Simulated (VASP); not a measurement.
# BeCu2SnS4 (I-4) in VASP: further runs

Aim: see how the results for BeCu2SnS4 move with the level of theory and the settings. Levels: PBE, r2SCAN. Tasks: single point.

Everything below comes from runs of VASP 6.6.1. Logs are shortened: lines on timing, memory, paths and dates and some standing lists are left out, and cuts for length are marked.

**1. The cell of the first run**

Symmetry: I-4, No. 82, tetragonal system. Conventional cell: a = 5.450 Å, b = 5.450 Å, c = 10.730 Å, α = 90.00°, β = 90.00°, γ = 90.00°. Within 3.1 Å of Cu (site symmetry -4) lie 4 S at 2.35 Å. Within 3.1 Å of Cu (site symmetry -4) lie 4 S at 2.38 Å. Be (site symmetry -4) has 4 S at 2.17 Å within 2.9 Å. Within 3.3 Å of Sn (site symmetry -4) lie 4 S at 2.51 Å. Within 2.9 Å of S (site symmetry 1) lie 1 Be at 2.17 Å and 2 Cu at 2.35 to 2.38 Å and 1 Sn at 2.51 Å.

**2. Single point, PBE (19.92 Å³/atom)**

INCAR reads:

```
SYSTEM = BeCu2SnS4
ALGO = Normal ; EDIFF = 1E-6
ENCUT = 520 ; GGA = PE
ISIF = 2 ; ISMEAR = 0
LASPH = .True. ; LCHARG = .False.
LREAL = .False. ; LWAVE = .False.
NBANDS = 41 ; NELM = 100
PREC = Accurate ; SIGMA = 0.01
```

KPOINTS reads:

```
k-points
0
Gamma
  6 6 6
  0 0 0
```

POSCAR reads:

```
BeCu2SnS4
1.0
   -2.7248668165      2.7248668165      5.3648529589
    2.7248668165     -2.7248668165      5.3648529589
    2.7248668165      2.7248668165     -5.3648529589
Cu Be Sn S
2 1 1 4
Direct
    0.0000000000      0.0000000000      0.0000000000
    0.7500000000      0.2500000000      0.5000000000
    0.2500000000      0.7500000000      0.5000000000
    0.5000000000      0.5000000000      0.0000000000
    0.1148369022      0.6403415557      1.0307157947
    0.3596584443      0.3903742390      0.4744953464
    0.6096257610      0.0841211075     -0.0307157947
    0.9158788925      0.8851630978      0.5255046536
```

Potentials or basis: VASP PAW PBE potentials, release 64 (Cu, Be, Sn_d, S).

The run is started by

```
cat potpaw_PBE.64/Cu/POTCAR potpaw_PBE.64/Be/POTCAR potpaw_PBE.64/Sn_d/POTCAR potpaw_PBE.64/S/POTCAR > POTCAR
mpirun -np 1 vasp_std > vasp.out
```

OUTCAR:

```text
SYSTEM = BeCu2SnS4
   EDIFF = 1E-6
   ENCUT = 520
   GGA = PE
   ISIF = 2
   ISMEAR = 0
   LASPH = .True.
   LREAL = .False.
   NELM = 100
   PREC = Accurate

 ion  position               nearest neighbor table
   1  0.000  0.000  0.000-   8 2.35   7 2.35   5 2.35   6 2.35
   2  0.750  0.250  0.500-   6 2.38   5 2.38   7 2.38   8 2.38
   3  0.250  0.750  0.500-   6 2.17   5 2.17   7 2.17   8 2.17
   4  0.500  0.500  0.000-   8 2.51   7 2.51   5 2.51   6 2.51
   5  0.115  0.640  0.031-   3 2.17   1 2.35   2 2.38   4 2.51
   6  0.360  0.390  0.474-   3 2.17   1 2.35   2 2.38   4 2.51
   7  0.610  0.084  0.969-   3 2.17   1 2.35   2 2.38   4 2.51
   8  0.916  0.885  0.526-   3 2.17   1 2.35   2 2.38   4 2.51

  LATTYP: Found a body centered tetragonal cell.
 ALAT       =     5.4497336330
 C/A-ratio  =     1.9688496063

  Lattice vectors:

 A1 = (  -2.7248668165,   2.7248668165,   5.3648529589)
 A2 = (   2.7248668165,  -2.7248668165,   5.3648529589)
 A3 = (   2.7248668165,   2.7248668165,  -5.3648529589)

Analysis of symmetry for initial positions (statically):
=====================================================================
 Subroutine PRICEL returns:
 Original cell was already a primitive cell.

 Routine SETGRP: Setting up the symmetry group for a
 body centered tetragonal supercell.

 Subroutine GETGRP returns: Found  4 space group operations
 (whereof  4 operations were pure point group operations)
 out of a pool of 16 trial point group operations.

The static configuration has the point symmetry S_4 .

Analysis of symmetry for dynamics (positions and initial velocities):
=====================================================================
 Subroutine PRICEL returns:
 Original cell was already a primitive cell.

 Routine SETGRP: Setting up the symmetry group for a
 body centered tetragonal supercell.

 Subroutine GETGRP returns: Found  4 space group operations
 (whereof  4 operations were pure point group operations)
 out of a pool of 16 trial point group operations.

The dynamic configuration has the point symmetry S_4 .

 Subroutine INISYM returns: Found  4 space group operations
 (whereof  4 operations are pure point group operations),
 and found     1 'primitive' translations

----------------------------------------------------------------------------------------

                                     Primitive cell

  volume of cell :     159.3340

  direct lattice vectors                    reciprocal lattice vectors
    -2.724866817  2.724866817  5.364852959     0.000000000  0.183495207  0.093199199
     2.724866817 -2.724866817  5.364852959     0.183495207  0.000000000  0.093199199
     2.724866817  2.724866817 -5.364852959     0.183495207  0.183495207  0.000000000

  length of vectors
     6.605410328  6.605410328  6.605410328     0.205807147  0.205807147  0.259501410

  position of ions in fractional coordinates (direct lattice)
     0.000000000  0.000000000  0.000000000
     0.750000000  0.250000000  0.500000000
     0.250000000  0.750000000  0.500000000
     0.500000000  0.500000000  0.000000000
     0.114836902  0.640341556  0.030715795
     0.359658444  0.390374239  0.474495346
     0.609625761  0.084121108  0.969284205
     0.915878892  0.885163098  0.525504654

  ion indices of the primitive-cell ions
   primitive index   ion index
                 1           1
                 2           2
                 3           3
                 4           4
                 5           5
                 6           6
                 7           7
                 8           8

----------------------------------------------------------------------------------------

 KPOINTS: k-points

Automatic generation of k-mesh.
 Grid dimensions read from file:
 generate k-points for:    6    6    6

 Generating k-lattice:

  Cartesian coordinates                     Fractional coordinates (reciprocal lattice)
     0.000000000  0.030582534  0.015533200     0.166666667  0.000000000  0.000000000
     0.030582534  0.000000000  0.015533200     0.000000000  0.166666667  0.000000000
     0.030582534  0.030582534  0.000000000     0.000000000  0.000000000  0.166666667

  Length of vectors
     0.034301191  0.034301191  0.043250235

  Shift w.r.t. Gamma in fractional coordinates (k-lattice)
     0.000000000  0.000000000  0.000000000

 Subroutine IBZKPT returns following result:
 ===========================================

 Found     36 irreducible k-points:

 Following reciprocal coordinates:
            Coordinates               Weight
  0.000000  0.000000  0.000000      1.000000
  0.166667  0.000000  0.000000      8.000000
  0.333333  0.000000  0.000000      8.000000
  0.500000  0.000000  0.000000      4.000000
  0.166667  0.166667  0.000000      8.000000
  0.333333  0.166667  0.000000      8.000000
[... 16 lines left out ...]
  0.333333 -0.333333  0.166667      4.000000
 -0.166667  0.333333  0.166667      8.000000
 [... further k-points ...]
   k-points           NKPTS =     36   k-points in BZ     NKDIM =     36   number of bands    NBANDS=     41
   number of dos      NEDOS =    301   number of ions     NIONS =      8
   total plane-waves  NPLWV = 125000
   dimension x,y,z NGX =    50 NGY =   50 NGZ =   50
   dimension x,y,z NGXF=   100 NGYF=  100 NGZF=  100
   ions per type =               2   1   1   4
   NGX,Y,Z   is equivalent  to a cutoff of  12.58, 12.58, 12.58 a.u.
   NGXF,Y,Z  is equivalent  to a cutoff of  25.17, 25.17, 25.17 a.u.
 SYSTEM =  BeCu2SnS4
   PREC   = accura    normal or accurate (medium, high low for compatibility)
   ISTART =      0    job   : 0-new  1-cont  2-samecut
   ICHARG =      2    charge: 1-file 2-atom 10-const
   ISPIN  =      1    spin polarized calculation?
   LNONCOLLINEAR =      F non collinear calculations
   LSORBIT =      F    spin-orbit coupling
   LASPH  =      T    aspherical Exc in radial PAW
   ENCUT  =  520.0 eV  38.22 Ry    6.18 a.u.  12.28 12.28 12.28*2*pi/ulx,y,z
   NELM   =    100;   NELMIN=  2; NELMDL= -5     # of ELM steps
   EDIFF  = 0.1E-05   stopping-criterion for ELM
   LREAL  =      F    real-space projection
   EDIFFG = 0.1E-04   stopping-criterion for IOM
   NSW    =      0    number of steps for IOM
   IBRION =     -1    ionic relax: 0-MD 1-quasi-New 2-CG
   NFREE  =      0    steps in history (QN), initial steepest desc. (CG)
   ISIF   =      2    stress and relaxation
   ISYM   =      2    0-nonsym 1-usesym 2-fastsym
   POTIM  = 0.5000    time-step for ionic-motion
   TEBEG  =    0.0;   TEEND  =   0.0 temperature during run
   PSTRESS=    0.0 pullay stress
   NELECT =      62.0000    total number of electrons
   NUPDOWN=      -1.0000    fix difference up-down
   EMIN   =  10.00;   EMAX   =-10.00  energy-range for DOS
   EFERMI =   0.00;   METHOD = LEGACY
   ISMEAR =     0;   SIGMA  =   0.01  broadening in eV -4-tet -1-fermi 0-gaus
   EFERMI_NEDOS =   21; number of points for ismear=-14 and -15
   IALGO  =     38    algorithm
   IMIX   =      4    mixing-type and parameters
     AMIX     =   0.40;   BMIX     =  1.00
     AMIX_MAG =   1.60;   BMIX_MAG =  1.00
  volume/ion in A,a.u.               =      19.92       134.40
  Fermi-wavevector in a.u.,A,eV,Ry     =   1.195187  2.258576 19.435548  1.428472
  Thomas-Fermi vector in A             =   2.331159
   LORBIT       =      0    0 simple, 1 ext, 2 COOP (PROOUT), +10 PAW based schemes
   GGA     = PE    functional components
   LHFCALC =     F    Hartree Fock is set to
   AEXX    =    0.0000 exact exchange contribution
   IVDW    =     0    specifies the selected vdW correction
   LEPSILON=     F    determine dielectric tensor
   LRPA    =     F    only Hartree local field effects (RPA)
 non-spin polarized calculation
 Gauss-broadening in eV      SIGMA  =   0.01
  energy-cutoff  :      520.00
  volume of cell :      159.33
 maximum number of plane-waves:      4320
 NGX is ok and might be reduce to    50
   NGX = 25   NGY = 25   NGZ = 25

 number of electron      62.0000011 magnetization

 Free energy of the ion-electron system (eV)
  ---------------------------------------------------
  ext. energy  EPLUGINS =         0.00000000
  ---------------------------------------------------
  free energy    TOTEN  =       -35.52062590 eV

  energy without entropy =      -35.52062590  energy(sigma->0) =      -35.52062590

 E-fermi :   4.7772     XC(G=0):  -9.5401

 val. band max:        4.6881356115   @ k =   0.0000   0.0000   0.0000
 cond. band min:       4.9765390020   @ k =   0.0000   0.0000   0.0000
 fundamental gap:      0.2884033904
 Fermi energy:         4.7772235226

 k-point     1 :       0.0000    0.0000    0.0000
  band No.  band energies     occupation
      1     -17.4505      2.00000
      2     -17.4397      2.00000
      3     -17.4397      2.00000
      4     -17.3960      2.00000
      5     -17.3747      2.00000
      6      -9.4642      2.00000
[... 33 lines left out ...]
     40       9.9788      0.00000
     41      11.1246      0.00000

 k-point     2 :       0.1667    0.0000    0.0000
  band No.  band energies     occupation
      1     -17.4506      2.00000
      2     -17.4398      2.00000
      3     -17.4397      2.00000
      4     -17.3959      2.00000
      5     -17.3746      2.00000
      6      -9.3720      2.00000
[... 33 lines left out ...]
     40      10.1738      0.00000
     41      10.9673      0.00000

 k-point     3 :       0.3333    0.0000    0.0000
  band No.  band energies     occupation
      1     -17.4508      2.00000
      2     -17.4399      2.00000
      3     -17.4396      2.00000
      4     -17.3956      2.00000
      5     -17.3745      2.00000
      6      -9.1185      2.00000
[... 875 lines left out ...]
      2     -17.4401      2.00000
      3     -17.4396      2.00000
      4     -17.3954      2.00000
      5     -17.3744      2.00000
      6      -8.8527      2.00000
[... 33 lines left out ...]
     40      10.5735      0.00000
     41      11.0083      0.00000

 k-point    24 :      -0.1667    0.3333    0.1667
  band No.  band energies     occupation
      1     -17.4508      2.00000
      2     -17.4400      2.00000
      3     -17.4396      2.00000
      4     -17.3955      2.00000
      5     -17.3744      2.00000
      6      -8.8882      2.00000
[... 33 lines left out ...]
     40      10.6613      0.00000
     41      10.8966      0.00000

 [... further k-points ...]

------------------------ aborting loop because EDIFF is reached ----------------------------------------

  FORCE on cell =-STRESS in cart. coord.  units (eV):
  Direction    XX          YY          ZZ          XY          YZ          ZX
  --------------------------------------------------------------------------------------
  -------------------------------------------------------------------------------------
  Total       -3.8017446     -3.8017446     -3.8348693     -0.0000003      0.0000000      0.0000000
  in kB      -38.2283143    -38.2283143    -38.5613987     -0.0000026      0.0000000      0.0000000
  external PRESSURE =     -38.3393424 kB  Pullay stress =       0.0000000 kB

 VOLUME and BASIS-vectors are now :
 -----------------------------------------------------------------------------
  energy-cutoff  :      520.00
  volume of cell :      159.33
      direct lattice vectors                 reciprocal lattice vectors
    -2.724866817  2.724866817  5.364852959     0.000000000  0.183495207  0.093199199
     2.724866817 -2.724866817  5.364852959     0.183495207  0.000000000  0.093199199
     2.724866817  2.724866817 -5.364852959     0.183495207  0.183495207  0.000000000

 POSITION                                       TOTAL-FORCE (eV/Angst)
 -----------------------------------------------------------------------------------
      0.00000      0.00000      0.00000        -0.000000      0.000000     -0.000000
      0.00000      2.72487      2.68243         0.000000      0.000000     -0.000000
      2.72487      0.00000      2.68243         0.000000      0.000000     -0.000000
      0.00000      0.00000      5.36485         0.000000      0.000000     -0.000000
      1.51563     -1.34823      3.88664        -0.076206      0.088147      0.077403
      1.37663      1.20924      1.47822         0.088147      0.076206     -0.077403
      1.20924      4.07310     -1.47822         0.076206     -0.088147      0.077403
      1.34823      1.51563      6.84307        -0.088147     -0.076206     -0.077403
 -----------------------------------------------------------------------------------
    total drift:                               -0.000008     -0.000009     -0.000007

  FREE ENERGIE OF THE ION-ELECTRON SYSTEM (eV)
  ---------------------------------------------------
  free  energy   TOTEN  =       -35.5206258963 eV

  energy  without entropy=      -35.5206258963  energy(sigma->0) =      -35.52062590
```

Wall time 3.9 min (1 thread of Intel Xeon 6975P-C (Granite Rapids), shared host); peak memory 0.47 GiB.

Results:

| Quantity | Value |
| --- | --- |
| Free energy | -35.5206 eV |
| Pressure | -3.8 GPa |
| Largest force | 0.140 eV/Å |
| Band gap on the k mesh | 0.29 eV |

Forces in eV/Å, atoms in the order of the input:
```
Cu   0.000  0.000  0.000
Cu   0.000  0.000  0.000
Be   0.000  0.000  0.000
Sn   0.000  0.000  0.000
S   -0.076  0.088  0.077
S    0.088  0.076 -0.077
S    0.076 -0.088  0.077
S   -0.088 -0.076 -0.077
```

Levels at points of the mesh, in eV from the valence-band top:
| k point | band 27 | band 28 | band 29 | band 30 | band 31 | band 32 | band 33 | band 34 | band 35 | band 36 |
| --- | --- | --- | --- | --- | --- | --- | --- | --- | --- | --- |
| (0.00, 0.00, 0.00) | -1.34 | -1.23 | -0.06 | -0.06 | 0.00 | 0.29 | 2.16 | 3.13 | 3.59 | 3.59 |
| (0.50, 0.00, 0.00) | -1.08 | -0.99 | -0.93 | -0.86 | -0.29 | 1.24 | 2.99 | 3.38 | 4.11 | 4.64 |
| (0.50, 0.50, 0.00) | -1.10 | -0.67 | -0.53 | -0.44 | -0.23 | 0.47 | 2.84 | 3.37 | 3.79 | 3.99 |
| (0.50, 0.50, 0.50) | -1.02 | -0.88 | -0.87 | -0.69 | -0.69 | 0.98 | 2.09 | 2.09 | 2.57 | 3.59 |

Caveat: the cell stands under tension; semilocal functionals underestimate gaps, and a narrow one can read as zero; spin-orbit coupling is left out, which moves the levels of the heavy elements. A k mesh can miss the band edges.

**3. Single point, r2SCAN (17.26 Å³/atom)**

This run uses another cell than the first one, of 17.26 Å³/atom.

POSCAR reads:

```
BeCu2SnS4
1.0
   -2.5989868744      2.5989868744      5.1110825302
    2.5989868744     -2.5989868744      5.1110825302
    2.5989868744      2.5989868744     -5.1110825302
Cu Be Sn S
2 1 1 4
Direct
    0.0000000000      0.0000000000      0.0000000000
    0.7500000000      0.2500000000      0.5000000000
    0.2500000000      0.7500000000      0.5000000000
    0.5000000000      0.5000000000      0.0000000000
    0.1162254132      0.6393965347      1.0292526301
    0.3606034653      0.3898560954      0.4768288785
    0.6101439046      0.0869727831     -0.0292526301
    0.9130272169      0.8837745868      0.5231711215
```

INCAR.step1 reads:

```
PREC = Accurate
ENCUT = 520
ISMEAR = 0
SIGMA = 0.01
LREAL = False
LASPH = True
NELM = 80
NBANDS = 41
GGA = PE
ALGO = Normal
EDIFF = 1E-4
LWAVE = True
LCHARG = False
```

INCAR.step2 reads:

```
PREC = Accurate
ENCUT = 520
EDIFF = 1E-7
ISMEAR = 0
SIGMA = 0.01
LREAL = False
LASPH = True
NELM = 80
ALGO = Normal
ISIF = 2
LWAVE = False
LCHARG = False
METAGGA = R2SCAN
LMIXTAU = True
NBANDS = 41
ISTART = 1
```

KPOINTS reads:

```
regular mesh
0
Gamma
  6 6 6
```

Potentials or basis: VASP PAW PBE potentials, release 64 (Cu, Be, Sn_d, S).

The run is started by

```
cat potpaw_PBE.64/Cu/POTCAR potpaw_PBE.64/Be/POTCAR potpaw_PBE.64/Sn_d/POTCAR potpaw_PBE.64/S/POTCAR > POTCAR
cp INCAR.step1 INCAR
mpirun -np 1 vasp_std > vasp.out
cp INCAR.step2 INCAR
mpirun -np 1 vasp_std > vasp.out
```

Wall time 8.5 min (1 thread of Intel Xeon 6975P-C (Granite Rapids), shared host); peak memory 0.48 GiB.

It converged, with:

```yaml
Free_energy: -87.6078 eV
Pressure: 6.1 GPa
Largest_force: 0.193 eV/Å
Band_gap_on_the_k_mesh: 1.22 eV
```

Forces in eV/Å, atoms in the order of the input:
```
Cu   0.000  0.000  0.000
Cu   0.000  0.000  0.000
Be   0.000  0.000  0.000
Sn   0.000  0.000  0.000
S    0.116 -0.098 -0.118
S   -0.098 -0.116  0.118
S   -0.116  0.098 -0.118
S    0.098  0.116  0.118
```

Levels at points of the mesh, in eV from the valence-band top:
| k point | band 27 | band 28 | band 29 | band 30 | band 31 | band 32 | band 33 | band 34 | band 35 | band 36 |
| --- | --- | --- | --- | --- | --- | --- | --- | --- | --- | --- |
| (0.00, 0.00, 0.00) | -1.78 | -1.62 | -0.08 | -0.08 | 0.00 | 1.22 | 2.25 | 3.68 | 4.15 | 4.15 |
| (0.50, 0.00, 0.00) | -1.40 | -1.27 | -1.19 | -1.12 | -0.44 | 2.21 | 3.49 | 3.90 | 4.72 | 5.03 |
| (0.50, 0.50, 0.00) | -1.44 | -0.87 | -0.67 | -0.59 | -0.38 | 1.34 | 3.52 | 3.96 | 4.33 | 4.72 |
| (0.50, 0.50, 0.50) | -1.39 | -1.09 | -1.05 | -0.95 | -0.95 | 1.65 | 2.27 | 2.27 | 2.91 | 3.83 |

Caveat: the cell stands under pressure; the PAW data sets were made with another functional, which shifts forces and pressure a little; spin-orbit coupling is left out, which moves the levels of the heavy elements.

(Continued in part 2 of 2.)
